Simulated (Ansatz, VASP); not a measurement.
N in VASP and in Ansatz

```xyz
12
Lattice="7.0339 0.0000 0.0000 0.0000 7.0339 0.0000 0.0000 0.0000 7.0339" Properties=species:S:1:pos:R:3 pbc="T T T"
N     0.3945    4.2627    1.9452
N     0.9104    4.6198    1.0492
N     5.4131    1.4044    2.5814
N     5.4203    1.1657    3.6486
N     0.9279    2.1188    5.9743
N     1.4198    2.4264    5.0484
N     4.2138    4.4505    1.0950
N     4.1099    3.6522    0.3539
N     2.4800    6.1838    4.5541
N     2.3357    6.5246    3.5246
N     6.1730    5.1694    5.0244
N     5.3814    4.6245    4.5015
```

Alike in both runs: functional r2SCAN; k mesh 1 × 1 × 1; occupations fermi-dirac, width 0.02 eV; no spin polarisation.

Ansatz relaxed the structure, and its values are those at the end. VASP's run is a single point on that final structure, the one shown.

|  | VASP | Ansatz |
| --- | --- | --- |
| version | VASP 6.6.1 | Ansatz 0.2.0 |
| potentials or method | VASP PAW PBE potentials, release 64 (N), cutoff 520 eV | scalar-relativistic, plane waves, PAW |
| valence electrons in the cell | 60 | 60 |

|  | VASP | Ansatz | Ansatz less VASP |
| --- | --- | --- | --- |
| rms of the force components (eV/Å) | 1.278 | 0.069 | -1.2096 |

VASP's potentials were made for PBE, not for r2SCAN. One of these differences is far larger than is usual between the two programs; its cause wasn't traced. With one functional, cell and mesh, what is left measures potentials, basis and numerics.

Noted on VASP's run: the standard files for N, O and F lose accuracy on very short bonds.
